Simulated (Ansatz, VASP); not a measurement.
## One calculation of SrRe6, two programs

```xyz
7
Lattice="-3.4692 3.4692 3.4692 3.4692 -3.4692 3.4692 3.4692 3.4692 -3.4692" Properties=species:S:1:pos:R:3 pbc="T T T"
Sr    0.0000    0.0000    0.0000
Re    0.0000    3.4692    1.7346
Re    3.4692    0.0000    1.7346
Re    1.7346    3.4692    0.0000
Re    0.0000    1.7346    3.4692
Re    1.7346    0.0000    3.4692
Re    3.4692    1.7346    0.0000
```

Alike in both runs: functional PBE; k mesh 8 × 8 × 8; occupations gaussian, width 0.1 eV; no spin polarisation.

Ansatz relaxed the structure, and its values are those at the end. VASP's run is a single point on that final structure, the one shown.

|  | VASP | Ansatz |
| --- | --- | --- |
| version | VASP 6.6.1 | Ansatz 0.2.0 |
| potentials or method | VASP PAW PBE potentials, release 64 (Sr_sv, Re_sv_GW), cutoff 500 eV | scalar-relativistic, plane waves, PAW |
| valence electrons in the cell | 100 | 100 |

```tsv
	VASP	Ansatz	Ansatz less VASP
gap on the k mesh at the Fermi level (eV)	none	none	-
pressure (GPa)	-1.2	0.0	+1.26
```

A gap of «none» marks a metal or a gap that the smearing closes.

Spin-orbit coupling is off throughout.
